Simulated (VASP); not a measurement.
# Mg4Ti3N4 (P-42m) in VASP: single point with PBE

Aim: the single point of Mg4Ti3N4 with PBE.

All numbers are computed with VASP 6.6.1; they aren't measurements. Logs are shortened: lines on timing, memory, paths and dates and some standing lists are left out, and cuts for length are marked.

## (1) The cell of the first run

It takes space group P-42m (No. 111, tetragonal). The conventional cell has a = 5.018 Å, b = 5.018 Å, c = 5.852 Å, α = 90.00°, β = 90.00°, γ = 90.00°. Mg (site symmetry m) has 5 N at 2.18 to 2.90 Å and 3 Mg at 2.47 to 2.72 Å and 3 Ti at 2.54 to 2.64 Å within 2.9 Å. Ti (site symmetry -42m) has 4 N at 2.04 Å and 4 Mg at 2.54 Å within 2.7 Å. Within 3.4 Å of Ti (site symmetry 222) lie 4 N at 2.58 Å and 4 Mg at 2.64 Å. Within 2.7 Å of N (site symmetry m) lie 3 Ti at 2.04 to 2.58 Å and 3 Mg at 2.18 to 2.19 Å.

## (2) Single point, PBE, collinear spin, ferrimagnetic start

File INCAR:

```
PREC = Accurate
ENCUT = 520
EDIFF = 1E-7
ISMEAR = 0
SIGMA = 0.1
LREAL = False
LASPH = True
NELM = 150
ALGO = Normal
ISIF = 2
LWAVE = False
LCHARG = False
ISPIN = 2
MAGMOM = 0 0 0 0 -1 1 1 0 0 0 0
LORBIT = 11
LMAXMIX = 4
GGA = PE
NBANDS = 47
```

File KPOINTS:

```
Automatic mesh
0
Gamma
  4 4 4
```

File POSCAR:

```
Mg4Ti3N4
1.0
    5.0175042352      0.0000000000      0.0000000000
    0.0000000000      5.0175042352      0.0000000000
    0.0000000000      0.0000000000      5.8524286642
Mg Ti N
4 3 4
Direct
    0.3260163378      0.3260163378      0.3216863200
    0.3260163378      0.6739836622      0.6783136800
    0.6739836622      0.3260163378      0.6783136800
    0.6739836622      0.6739836622      0.3216863200
    0.0000000000      0.0000000000      0.5000000000
    0.5000000000      0.0000000000      0.0000000000
    0.0000000000      0.5000000000      0.0000000000
    0.2453133789      0.2453133789      0.6807498038
    0.7546866211      0.7546866211      0.6807498038
    0.2453133789      0.7546866211      0.3192501962
    0.7546866211      0.2453133789      0.3192501962
```

Potentials or basis: VASP PAW PBE potentials, release 64 (Mg, Ti_sv, N).

On the command line:

```
$ cat potpaw_PBE.64/Mg/POTCAR potpaw_PBE.64/Ti_sv/POTCAR potpaw_PBE.64/N/POTCAR > POTCAR
$ mpirun -np 1 vasp_std > vasp.out
```

OUTCAR:

```text
PREC = Accurate
   ENCUT = 520
   EDIFF = 1E-7
   ISMEAR = 0
   LREAL = False
   LASPH = True
   NELM = 150
   ISIF = 2
   ISPIN = 2
   LORBIT = 11
   GGA = PE

 ion  position               nearest neighbor table
   1  0.326  0.326  0.322-   8 2.18  10 2.19  11 2.19   4 2.47   5 2.54   7 2.64   6 2.64   3 2.72
                             2 2.72
   2  0.326  0.674  0.678-  10 2.18   9 2.19   8 2.19   3 2.47   5 2.54   7 2.64   6 2.64   1 2.72
                             4 2.72
   3  0.674  0.326  0.678-  11 2.18   9 2.19   8 2.19   2 2.47   5 2.54   7 2.64   6 2.64   1 2.72
                             4 2.72
   4  0.674  0.674  0.322-   9 2.18  10 2.19  11 2.19   1 2.47   5 2.54   7 2.64   6 2.64   2 2.72
                             3 2.72
   5  0.000  0.000  0.500-   8 2.04   9 2.04  10 2.04  11 2.04   1 2.54   2 2.54   3 2.54   4 2.54

   6  0.500  0.000  0.000-   1 2.64   2 2.64   3 2.64   4 2.64
   7  0.000  0.500  0.000-   1 2.64   2 2.64   3 2.64   4 2.64
   8  0.245  0.245  0.681-   5 2.04   1 2.18   3 2.19   2 2.19
   9  0.755  0.755  0.681-   5 2.04   4 2.18   2 2.19   3 2.19
  10  0.245  0.755  0.319-   5 2.04   2 2.18   4 2.19   1 2.19
  11  0.755  0.245  0.319-   5 2.04   3 2.18   4 2.19   1 2.19

  LATTYP: Found a simple tetragonal cell.
 ALAT       =     5.0175042352
 C/A-ratio  =     1.1664023367

  Lattice vectors:

 A1 = (   5.0175042352,   0.0000000000,   0.0000000000)
 A2 = (   0.0000000000,   5.0175042352,   0.0000000000)
 A3 = (   0.0000000000,   0.0000000000,   5.8524286642)

Analysis of symmetry for initial positions (statically):
=====================================================================
 Subroutine PRICEL returns:
 Original cell was already a primitive cell.

 Routine SETGRP: Setting up the symmetry group for a
 simple tetragonal supercell.

 Subroutine GETGRP returns: Found  8 space group operations
 (whereof  8 operations were pure point group operations)
 out of a pool of 16 trial point group operations.

The static configuration has the point symmetry D_2d.

Analysis of symmetry for dynamics (positions and initial velocities):
=====================================================================
 Subroutine PRICEL returns:
 Original cell was already a primitive cell.

 Routine SETGRP: Setting up the symmetry group for a
 simple tetragonal supercell.

 Subroutine GETGRP returns: Found  8 space group operations
 (whereof  8 operations were pure point group operations)
 out of a pool of 16 trial point group operations.

The dynamic configuration has the point symmetry D_2d.

Analysis of structural, dynamic, and magnetic symmetry:
=====================================================================
 Subroutine PRICEL returns:
 Original cell was already a primitive cell.

 Routine SETGRP: Setting up the symmetry group for a
 simple tetragonal supercell.

 Subroutine GETGRP returns: Found  8 space group operations
 (whereof  8 operations were pure point group operations)
 out of a pool of 16 trial point group operations.

The overall configuration has the point symmetry D_2d.

 Subroutine INISYM returns: Found  8 space group operations
 (whereof  8 operations are pure point group operations),
 and found     1 'primitive' translations

----------------------------------------------------------------------------------------

                                     Primitive cell

  volume of cell :     147.3369

  direct lattice vectors                    reciprocal lattice vectors
     5.017504235  0.000000000  0.000000000     0.199302273  0.000000000  0.000000000
     0.000000000  5.017504235  0.000000000     0.000000000  0.199302273  0.000000000
     0.000000000  0.000000000  5.852428664     0.000000000  0.000000000  0.170869234

  length of vectors
     5.017504235  5.017504235  5.852428664     0.199302273  0.199302273  0.170869234

  position of ions in fractional coordinates (direct lattice)
     0.326016338  0.326016338  0.321686320
     0.326016338  0.673983662  0.678313680
     0.673983662  0.326016338  0.678313680
     0.673983662  0.673983662  0.321686320
     0.000000000  0.000000000  0.500000000
     0.500000000  0.000000000  0.000000000
[... 80 lines left out ...]
   LSORBIT =      F    spin-orbit coupling
   LASPH  =      T    aspherical Exc in radial PAW
   ENCUT  =  520.0 eV  38.22 Ry    6.18 a.u.   9.33  9.33 10.88*2*pi/ulx,y,z
   NELM   =    150;   NELMIN=  2; NELMDL= -5     # of ELM steps
   EDIFF  = 0.1E-06   stopping-criterion for ELM
   LREAL  =      F    real-space projection
   EDIFFG = 0.1E-05   stopping-criterion for IOM
   NSW    =      0    number of steps for IOM
   IBRION =     -1    ionic relax: 0-MD 1-quasi-New 2-CG
   NFREE  =      0    steps in history (QN), initial steepest desc. (CG)
   ISIF   =      2    stress and relaxation
   ISYM   =      2    0-nonsym 1-usesym 2-fastsym
   POTIM  = 0.5000    time-step for ionic-motion
   TEBEG  =    0.0;   TEEND  =   0.0 temperature during run
   PSTRESS=    0.0 pullay stress
   NELECT =      64.0000    total number of electrons
   NUPDOWN=      -1.0000    fix difference up-down
   EMIN   =  10.00;   EMAX   =-10.00  energy-range for DOS
   EFERMI =   0.00;   METHOD = LEGACY
   ISMEAR =     0;   SIGMA  =   0.10  broadening in eV -4-tet -1-fermi 0-gaus
   EFERMI_NEDOS =   21; number of points for ismear=-14 and -15
   IALGO  =     38    algorithm
   IMIX   =      4    mixing-type and parameters
     AMIX     =   0.40;   BMIX     =  1.00
     AMIX_MAG =   1.60;   BMIX_MAG =  1.00
  volume/ion in A,a.u.               =      13.39        90.39
  Fermi-wavevector in a.u.,A,eV,Ry     =   1.239836  2.342951 20.914788  1.537194
  Thomas-Fermi vector in A             =   2.374302
   LORBIT       =     11    0 simple, 1 ext, 2 COOP (PROOUT), +10 PAW based schemes
   GGA     = PE    functional components
   LHFCALC =     F    Hartree Fock is set to
   AEXX    =    0.0000 exact exchange contribution
   IVDW    =     0    specifies the selected vdW correction
   LEPSILON=     F    determine dielectric tensor
   LRPA    =     F    only Hartree local field effects (RPA)
 spin polarized calculation
 Gauss-broadening in eV      SIGMA  =   0.10
  energy-cutoff  :      520.00
  volume of cell :      147.34
 maximum number of plane-waves:      3990
 NGX is ok and might be reduce to    40
   NGX = 19   NGY = 19   NGZ = 21

 number of electron      63.9999992 magnetization       0.0000411

 number of electron      63.9999992 magnetization      -0.0000170

 Free energy of the ion-electron system (eV)
  ---------------------------------------------------
  ext. energy  EPLUGINS =         0.00000000
  ---------------------------------------------------
  free energy    TOTEN  =       -62.39973773 eV

  energy without entropy =      -62.38791689  energy(sigma->0) =      -62.39382731

 E-fermi :   6.0102     XC(G=0): -10.5788

 val. band max:        5.9164976373   @ k =   0.5000   0.0000   0.5000
 cond. band min:       6.0200701526   @ k =   0.2500   0.0000   0.0000
 fundamental gap:      0.1035725153
 Fermi energy:         6.0101894695

 spin component 1

 k-point     1 :       0.0000    0.0000    0.0000
  band No.  band energies     occupation
      1     -51.5203      1.00000
      2     -51.2839      1.00000
      3     -51.2778      1.00000
      4     -27.8576      1.00000
      5     -27.8576      1.00000
      6     -27.8231      1.00000
[... 835 lines left out ...]
     43       8.2659      0.00000
     44       8.3561      0.00000
 Fermi energy:         6.0101894695

 spin component 2

 k-point     1 :       0.0000    0.0000    0.0000
  band No.  band energies     occupation
      1     -51.5203      1.00000
      2     -51.2840      1.00000
      3     -51.2779      1.00000
      4     -27.8576      1.00000
      5     -27.8576      1.00000
      6     -27.8231      1.00000
[... 835 lines left out ...]
     43       8.2659      0.00000
     44       8.3561      0.00000
 [bands above 44 left out]

------------------------ aborting loop because EDIFF is reached ----------------------------------------

  FORCE on cell =-STRESS in cart. coord.  units (eV):
  Direction    XX          YY          ZZ          XY          YZ          ZX
  --------------------------------------------------------------------------------------
  -------------------------------------------------------------------------------------
  Total       -0.0132324     -0.0132324     -0.0150872      0.0000000      0.0000000      0.0000000
  in kB       -0.1438927     -0.1438927     -0.1640617      0.0000000      0.0000000      0.0000000
  external PRESSURE =      -0.1506157 kB  Pullay stress =       0.0000000 kB

 VOLUME and BASIS-vectors are now :
 -----------------------------------------------------------------------------
  energy-cutoff  :      520.00
  volume of cell :      147.34
      direct lattice vectors                 reciprocal lattice vectors
     5.017504235  0.000000000  0.000000000     0.199302273  0.000000000  0.000000000
     0.000000000  5.017504235  0.000000000     0.000000000  0.199302273  0.000000000
     0.000000000  0.000000000  5.852428664     0.000000000  0.000000000  0.170869234

 POSITION                                       TOTAL-FORCE (eV/Angst)
 -----------------------------------------------------------------------------------
      1.63579      1.63579      1.88265        -0.026462     -0.026462     -0.020076
      1.63579      3.38172      3.96978        -0.026462      0.026462      0.020076
      3.38172      1.63579      3.96978         0.026462     -0.026462      0.020076
      3.38172      3.38172      1.88265         0.026462      0.026462     -0.020076
      0.00000      0.00000      2.92621         0.000000     -0.000000     -0.000000
      2.50875      0.00000      0.00000         0.000000     -0.000000     -0.000000
      0.00000      2.50875      0.00000         0.000000     -0.000000     -0.000000
      1.23086      1.23086      3.98404         0.024800      0.024800     -0.003613
      3.78664      3.78664      3.98404        -0.024800     -0.024800     -0.003613
      1.23086      3.78664      1.86839         0.024800     -0.024800      0.003613
      3.78664      1.23086      1.86839        -0.024800      0.024800      0.003613
 -----------------------------------------------------------------------------------
    total drift:                                0.000000      0.000000      0.000000

  FREE ENERGIE OF THE ION-ELECTRON SYSTEM (eV)
  ---------------------------------------------------
  free  energy   TOTEN  =       -62.3997377269 eV

  energy  without entropy=      -62.3879168929  energy(sigma->0) =      -62.39382731

 total charge

# of ion       s       p       d       tot
------------------------------------------
    1        0.236   0.201   0.054   0.491
    2        0.236   0.201   0.054   0.491
    3        0.236   0.201   0.054   0.491
    4        0.236   0.201   0.054   0.491
    5        2.234   6.212   2.020  10.466
    6        2.144   6.069   1.900  10.113
    7        2.144   6.069   1.900  10.113
    8        1.246   2.370   0.000   3.616
    9        1.246   2.370   0.000   3.616
   10        1.246   2.370   0.000   3.616
   11        1.246   2.370   0.000   3.616
--------------------------------------------------
tot         12.451  28.635   6.034  47.120

 magnetization (x)

# of ion       s       p       d       tot
------------------------------------------
    1       -0.000  -0.000  -0.000  -0.000
    2       -0.000  -0.000  -0.000  -0.000
    3       -0.000  -0.000  -0.000  -0.000
    4       -0.000  -0.000  -0.000  -0.000
    5       -0.000   0.000   0.000   0.000
    6        0.000   0.000  -0.000  -0.000
    7        0.000   0.000  -0.000  -0.000
    8        0.000   0.000   0.000   0.000
    9        0.000   0.000   0.000   0.000
   10        0.000   0.000   0.000   0.000
   11        0.000   0.000   0.000   0.000
--------------------------------------------------
tot          0.000   0.000  -0.000  -0.000
```

Wall time 3.1 min (1 thread of Intel Xeon Platinum 8481C at 2.70GHz (Sapphire Rapids), shared host); peak memory 0.43 GiB.

What came out:

- Free energy: -62.3997 eV
- Pressure: 0.0 GPa
- Largest force: 0.042 eV/Å
- Band gap on the k mesh: zero (filled and empty bands overlap)
- Net moment: 0.00 μB per cell
- Valence electrons inside the program's atomic spheres: Mg 0.49; Ti 10.47, 10.11; N 3.62

Forces on the atoms (eV/Å):
```
Mg  -0.026 -0.026 -0.020
Mg  -0.026  0.026  0.020
Mg   0.026 -0.026  0.020
Mg   0.026  0.026 -0.020
Ti   0.000  0.000  0.000
Ti   0.000  0.000  0.000
Ti   0.000  0.000  0.000
N    0.025  0.025 -0.004
N   -0.025 -0.025 -0.004
N    0.025 -0.025  0.004
N   -0.025  0.025  0.004
```

Levels at points of the mesh, in eV from the Fermi level:
Spin up:
| k point | band 28 | band 29 | band 30 | band 31 | band 32 | band 33 | band 34 | band 35 | band 36 | band 37 |
| --- | --- | --- | --- | --- | --- | --- | --- | --- | --- | --- |
| (0.00, 0.00, 0.00) | -2.91 | -1.58 | -1.13 | -0.57 | -0.57 | -0.55 | 0.07 | 0.78 | 1.10 | 1.10 |
| (0.50, 0.00, 0.00) | -2.58 | -0.73 | -0.54 | -0.51 | -0.47 | 0.40 | 0.50 | 0.90 | 1.21 | 1.24 |
| (0.50, 0.50, 0.00) | -2.51 | -0.84 | -0.27 | -0.27 | 0.21 | 0.37 | 0.72 | 0.72 | 1.25 | 1.50 |
| (0.00, 0.00, 0.50) | -2.96 | -1.14 | -1.02 | -0.77 | -0.77 | 0.12 | 1.02 | 1.20 | 1.38 | 1.38 |
| (0.50, 0.00, 0.50) | -2.72 | -0.53 | -0.39 | -0.35 | -0.09 | 0.66 | 0.66 | 1.00 | 1.01 | 1.14 |
| (0.50, 0.50, 0.50) | -2.56 | -0.67 | -0.13 | -0.13 | 0.10 | 0.88 | 0.88 | 1.02 | 1.15 | 1.18 |
Spin down:
```csv
k point,band 29,band 30,band 31,band 32,band 33,band 34,band 35,band 36
"(0.00, 0.00, 0.00)",-1.58,-1.13,-0.57,-0.57,-0.55,0.07,0.78,1.10
"(0.50, 0.00, 0.00)",-0.73,-0.54,-0.51,-0.47,0.40,0.50,0.90,1.21
"(0.50, 0.50, 0.00)",-0.84,-0.27,-0.27,0.21,0.37,0.72,0.72,1.25
"(0.00, 0.00, 0.50)",-1.14,-1.02,-0.77,-0.77,0.12,1.02,1.20,1.38
"(0.50, 0.00, 0.50)",-0.53,-0.39,-0.35,-0.09,0.66,0.66,1.00,1.01
"(0.50, 0.50, 0.50)",-0.67,-0.13,-0.13,0.10,0.88,0.88,1.02,1.15
```
